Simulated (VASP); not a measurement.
# BP (F-43m) in VASP: a series of runs

Runs on BP. Level: LDA. Tasks: electric field gradients.

Everything below comes from runs of VASP 6.6.1. Logs are shortened: lines on timing, memory, paths and dates and some standing lists are left out, and cuts for length are marked.

## (1) The cell of the first run

The structure is cubic, space group F-43m (No. 216). The conventional cell has a = 4.445 Å, b = 4.445 Å, c = 4.445 Å, α = 90.00°, β = 90.00°, γ = 90.00°. B (site symmetry -43m) has 4 P at 1.92 Å within 2.6 Å. Within 2.6 Å of P (site symmetry -43m) lie 4 B at 1.92 Å.

## (2) Electric field gradients, LDA (volume scaled by 0.94)

INCAR

```
SYSTEM = BP
PREC = Accurate
ENCUT = 520
EDIFF = 1E-8
ISMEAR = -1
SIGMA = 0.08
LREAL = .FALSE.
LASPH = .TRUE.
NELM = 60
ALGO = Normal
ISIF = 2
LWAVE = .FALSE.
LCHARG = .FALSE.
LEFG = .TRUE.
NBANDS = 11
```

KPOINTS

```
regular mesh
0
G
  12 12 12
  0 0 0
```

POSCAR

```
BP
1.0
    0.0000000000      2.2226808807      2.2226808807
    2.2226808807      0.0000000000      2.2226808807
    2.2226808807      2.2226808807      0.0000000000
B P
1 1
Direct
    0.0000000000      0.0000000000      0.0000000000
    0.7500000000      0.7500000000      0.7500000000
```

Potentials or basis: VASP PAW LDA potentials, release 64 (B, P).

Command:

```
$ cat potpaw_LDA.64/B/POTCAR potpaw_LDA.64/P/POTCAR > POTCAR
$ mpirun -np 1 vasp_std > vasp.out
```

OUTCAR:

```text
SYSTEM = BP
   PREC = Accurate
   ENCUT = 520
   EDIFF = 1E-8
   ISMEAR = -1
   LREAL = .FALSE.
   LASPH = .TRUE.
   NELM = 60
   ISIF = 2

 ion  position               nearest neighbor table
   1  0.000  0.000  0.000-   2 1.92   2 1.92   2 1.92   2 1.92
   2  0.750  0.750  0.750-   1 1.92   1 1.92   1 1.92   1 1.92

  LATTYP: Found a face centered cubic cell.
 ALAT       =     4.4453617614

  Lattice vectors:

 A1 = (   0.0000000000,   2.2226808807,   2.2226808807)
 A2 = (   2.2226808807,   0.0000000000,   2.2226808807)
 A3 = (   2.2226808807,   2.2226808807,   0.0000000000)

Analysis of symmetry for initial positions (statically):
=====================================================================
 Subroutine PRICEL returns:
 Original cell was already a primitive cell.

 Routine SETGRP: Setting up the symmetry group for a
 face centered cubic supercell.

 Subroutine GETGRP returns: Found 24 space group operations
 (whereof 24 operations were pure point group operations)
 out of a pool of 48 trial point group operations.

The static configuration has the point symmetry T_d .

Analysis of symmetry for dynamics (positions and initial velocities):
=====================================================================
 Subroutine PRICEL returns:
 Original cell was already a primitive cell.

 Routine SETGRP: Setting up the symmetry group for a
 face centered cubic supercell.

 Subroutine GETGRP returns: Found 24 space group operations
 (whereof 24 operations were pure point group operations)
 out of a pool of 48 trial point group operations.

The dynamic configuration has the point symmetry T_d .

 Subroutine INISYM returns: Found 24 space group operations
 (whereof 24 operations are pure point group operations),
 and found     1 'primitive' translations

----------------------------------------------------------------------------------------

                                     Primitive cell

  volume of cell :      21.9615

  direct lattice vectors                    reciprocal lattice vectors
     0.000000000  2.222680881  2.222680881    -0.224953570  0.224953570  0.224953570
     2.222680881  0.000000000  2.222680881     0.224953570 -0.224953570  0.224953570
     2.222680881  2.222680881  0.000000000     0.224953570  0.224953570 -0.224953570

  length of vectors
     3.143345446  3.143345446  3.143345446     0.389631013  0.389631013  0.389631013

  position of ions in fractional coordinates (direct lattice)
     0.000000000  0.000000000  0.000000000
     0.750000000  0.750000000  0.750000000

  ion indices of the primitive-cell ions
   primitive index   ion index
                 1           1
                 2           2

----------------------------------------------------------------------------------------

 KPOINTS: regular mesh

Automatic generation of k-mesh.
 Grid dimensions read from file:
 generate k-points for:   12   12   12

 Generating k-lattice:

  Cartesian coordinates                     Fractional coordinates (reciprocal lattice)
    -0.018746131  0.018746131  0.018746131     0.083333333  0.000000000  0.000000000
     0.018746131 -0.018746131  0.018746131     0.000000000  0.083333333  0.000000000
     0.018746131  0.018746131 -0.018746131     0.000000000  0.000000000  0.083333333

  Length of vectors
     0.032469251  0.032469251  0.032469251

  Shift w.r.t. Gamma in fractional coordinates (k-lattice)
     0.000000000  0.000000000  0.000000000

 Subroutine IBZKPT returns following result:
 ===========================================

 Found     72 irreducible k-points:

 Following reciprocal coordinates:
            Coordinates               Weight
  0.000000  0.000000  0.000000      1.000000
  0.083333  0.000000  0.000000      8.000000
  0.166667  0.000000  0.000000      8.000000
  0.250000  0.000000  0.000000      8.000000
  0.333333  0.000000  0.000000      8.000000
  0.416667  0.000000  0.000000      8.000000
[... 16 lines left out ...]
  0.500000  0.166667  0.000000     24.000000
 -0.416667  0.166667  0.000000     24.000000
 [... further k-points ...]
   k-points           NKPTS =     72   k-points in BZ     NKDIM =     72   number of bands    NBANDS=     11
   number of dos      NEDOS =    301   number of ions     NIONS =      2
   total plane-waves  NPLWV =  13824
   dimension x,y,z NGX =    24 NGY =   24 NGZ =   24
   dimension x,y,z NGXF=    48 NGYF=   48 NGZF=   48
   ions per type =               1   1
   NGX,Y,Z   is equivalent  to a cutoff of  12.69, 12.69, 12.69 a.u.
   NGXF,Y,Z  is equivalent  to a cutoff of  25.39, 25.39, 25.39 a.u.
 SYSTEM =  BP
   PREC   = accura    normal or accurate (medium, high low for compatibility)
   ISTART =      0    job   : 0-new  1-cont  2-samecut
   ICHARG =      2    charge: 1-file 2-atom 10-const
   ISPIN  =      1    spin polarized calculation?
   LNONCOLLINEAR =      F non collinear calculations
   LSORBIT =      F    spin-orbit coupling
   LASPH  =      T    aspherical Exc in radial PAW
   ENCUT  =  520.0 eV  38.22 Ry    6.18 a.u.   5.84  5.84  5.84*2*pi/ulx,y,z
   NELM   =     60;   NELMIN=  2; NELMDL= -5     # of ELM steps
   EDIFF  = 0.1E-07   stopping-criterion for ELM
   LREAL  =      F    real-space projection
   EDIFFG = 0.1E-06   stopping-criterion for IOM
   NSW    =      0    number of steps for IOM
   IBRION =     -1    ionic relax: 0-MD 1-quasi-New 2-CG
   NFREE  =      0    steps in history (QN), initial steepest desc. (CG)
   ISIF   =      2    stress and relaxation
   ISYM   =      2    0-nonsym 1-usesym 2-fastsym
   POTIM  = 0.5000    time-step for ionic-motion
   TEBEG  =    0.0;   TEEND  =   0.0 temperature during run
   PSTRESS=    0.0 pullay stress
   NELECT =       8.0000    total number of electrons
   NUPDOWN=      -1.0000    fix difference up-down
   EMIN   =  10.00;   EMAX   =-10.00  energy-range for DOS
   EFERMI =   0.00;   METHOD = LEGACY
   ISMEAR =    -1;   SIGMA  =   0.08  broadening in eV -4-tet -1-fermi 0-gaus
   EFERMI_NEDOS =   21; number of points for ismear=-14 and -15
   IALGO  =     38    algorithm
   IMIX   =      4    mixing-type and parameters
     AMIX     =   0.40;   BMIX     =  1.00
     AMIX_MAG =   1.60;   BMIX_MAG =  1.00
  volume/ion in A,a.u.               =      10.98        74.10
  Fermi-wavevector in a.u.,A,eV,Ry     =   1.169188  2.209445 18.599175  1.367001
  Thomas-Fermi vector in A             =   2.305664
   LORBIT       =      0    0 simple, 1 ext, 2 COOP (PROOUT), +10 PAW based schemes
   GGA     = CA    functional components
   LHFCALC =     F    Hartree Fock is set to
   AEXX    =    0.0000 exact exchange contribution
   IVDW    =     0    specifies the selected vdW correction
   LEPSILON=     F    determine dielectric tensor
   LRPA    =     F    only Hartree local field effects (RPA)
 non-spin polarized calculation
  energy-cutoff  :      520.00
  volume of cell :       21.96
 maximum number of plane-waves:       609
   NGX = 11   NGY = 11   NGZ = 11

 number of electron       8.0000000 magnetization

 Free energy of the ion-electron system (eV)
  ---------------------------------------------------
  ext. energy  EPLUGINS =         0.00000000
  ---------------------------------------------------
  free energy    TOTEN  =       -14.38827268 eV

  energy without entropy =      -14.38826163  energy(sigma->0) =      -14.38826716

 E-fermi :   8.6927     XC(G=0): -11.3452

 val. band max:        8.1591201132   @ k =   0.0000   0.0000   0.0000
 cond. band min:       9.2651258806   @ k =   0.4167   0.4167   0.0000
 fundamental gap:      1.1060057674
 Fermi energy:         8.6926957384

 k-point     1 :       0.0000    0.0000    0.0000
  band No.  band energies     occupation
      1      -7.7859      2.00000
      2       8.1591      1.99747
      3       8.1591      1.99747
      4       8.1591      1.99747
      5      11.6412      0.00000
      6      11.6412      0.00000
      7      11.6412      0.00000
      8      16.4892      0.00000
      9      19.8664      0.00000
     10      20.5270      0.00000
     11      20.5270      0.00000

 k-point     2 :       0.0833    0.0000    0.0000
  band No.  band energies     occupation
      1      -7.6544      2.00000
      2       7.1744      2.00000
      3       7.9350      1.99985
      4       7.9350      1.99985
      5      11.9518      0.00000
      6      11.9518      0.00000
      7      12.0288      0.00000
      8      16.8004      0.00000
      9      19.9428      0.00000
     10      19.9428      0.00000
     11      20.2936      0.00000

 k-point     3 :       0.1667    0.0000    0.0000
  band No.  band energies     occupation
      1      -7.2628      2.00000
      2       5.2379      2.00000
      3       7.4647      2.00000
      4       7.4647      2.00000
      5      12.3861      0.00000
      6      12.5828      0.00000
      7      12.5828      0.00000
      8      17.5338      0.00000
      9      19.2252      0.00000
     10      19.2252      0.00000
     11      21.1696      0.00000

 k-point     4 :       0.2500    0.0000    0.0000
  band No.  band energies     occupation
      1      -6.6221      2.00000
      2       3.1499      2.00000
      3       6.9966      2.00000
      4       6.9966      2.00000
      5      12.4497      0.00000
      6      13.0295      0.00000
      7      13.0295      0.00000
      8      18.2032      0.00000
      9      19.2579      0.00000
     10      19.2579      0.00000
     11      21.5462      0.00000
[... 239 lines left out ...]
 k-point    22 :       0.4167    0.1667    0.0000
  band No.  band energies     occupation
      1      -4.9968      2.00000
      2       0.8973      2.00000
      3       4.9655      2.00000
      4       5.3740      2.00000
      5      11.2786      0.00000
      6      14.8633      0.00000
      7      15.1074      0.00000
      8      15.7160      0.00000
      9      21.3906      0.00000
     10      23.1638      0.00000
     11      24.0521      0.00000

 k-point    23 :       0.5000    0.1667    0.0000
  band No.  band energies     occupation
      1      -4.0768      2.00000
      2      -0.5238      2.00000
      3       4.4570      2.00000
      4       5.4582      2.00000
      5      11.4171      0.00000
      6      14.7332      0.00000
      7      14.8358      0.00000
      8      17.3397      0.00000
      9      20.9661      0.00000
     10      23.1716      0.00000
     11      24.6531      0.00000

 k-point    24 :      -0.4167    0.1667    0.0000
  band No.  band energies     occupation
      1      -3.8762      2.00000
      2      -0.7914      2.00000
      3       4.1107      2.00000
      4       5.7387      2.00000
      5      11.6998      0.00000
      6      14.3839      0.00000
      7      14.7801      0.00000
      8      18.8511      0.00000
      9      20.3931      0.00000
     10      21.2385      0.00000
     11      24.6245      0.00000

 [... further k-points ...]
[... 5 lines left out ...]
  --------------------------------------------------------------------------------------
  -------------------------------------------------------------------------------------
  Total        0.7530372      0.7530372      0.7530372      0.0000000      0.0000000     -0.0000000
  in kB       54.9370912     54.9370912     54.9370912      0.0000000      0.0000000     -0.0000000
  external PRESSURE =      54.9370912 kB  Pullay stress =       0.0000000 kB

 VOLUME and BASIS-vectors are now :
 -----------------------------------------------------------------------------
  energy-cutoff  :      520.00
  volume of cell :       21.96
      direct lattice vectors                 reciprocal lattice vectors
     0.000000000  2.222680881  2.222680881    -0.224953570  0.224953570  0.224953570
     2.222680881  0.000000000  2.222680881     0.224953570 -0.224953570  0.224953570
     2.222680881  2.222680881  0.000000000     0.224953570  0.224953570 -0.224953570

 POSITION                                       TOTAL-FORCE (eV/Angst)
 -----------------------------------------------------------------------------------
      0.00000      0.00000      0.00000         0.000000      0.000000      0.000000
      3.33402      3.33402      3.33402        -0.000000     -0.000000     -0.000000
 -----------------------------------------------------------------------------------
    total drift:                                0.000000      0.000000     -0.000000

  FREE ENERGIE OF THE ION-ELECTRON SYSTEM (eV)
  ---------------------------------------------------
  free  energy   TOTEN  =       -14.3882726780 eV

  energy  without entropy=      -14.3882616347  energy(sigma->0) =      -14.38826716

 Electric field gradients (V/A^2)
---------------------------------------------------------------------
 ion       V_xx      V_yy      V_zz      V_xy      V_xz      V_yz
---------------------------------------------------------------------
   1       0.000    -0.000     0.000     0.000     0.000     0.000
   2      -0.000    -0.000     0.000    -0.000    -0.000    -0.000
---------------------------------------------------------------------

 Electric field gradients after diagonalization (V/A^2)
 (convention: |V_zz| > |V_xx| > |V_yy|)
----------------------------------------------------------------------
 ion       V_xx      V_yy      V_zz     asymmetry (V_yy - V_xx)/ V_zz
----------------------------------------------------------------------
   1      -0.000    -0.000     0.000       0.000
   2       0.000     0.000    -0.000       0.000
----------------------------------------------------------------------

           NMR quadrupolar parameters

 Cq : quadrupolar parameter    Cq=e*Q*V_zz/h
 eta: asymmetry parameters     (V_yy - V_xx)/ V_zz
 Q  : nuclear electric quadrupole moment in mb (millibarn)
----------------------------------------------------------------------
 ion       Cq(MHz)       eta       Q (mb)
----------------------------------------------------------------------
   1       0.000       0.000       1.000
   2      -0.000       0.000       1.000
----------------------------------------------------------------------
```

It took 9.2 s on 1 thread of AMD EPYC 9R45 (Zen 5), shared host; peak memory 0.1 GiB.

What came out:

```yaml
Free_energy: -14.3883 eV
Pressure: 5.5 GPa
Band_gap_on_the_k_mesh: 1.11 eV, indirect (least direct gap 3.48 eV)
```

Caveat: without QUAD_EFG the Cq values of the log hold for a quadrupole moment of 1 mb, not for the nuclei. A k mesh can miss the band edges.

(Continued in part 2 of 2.)
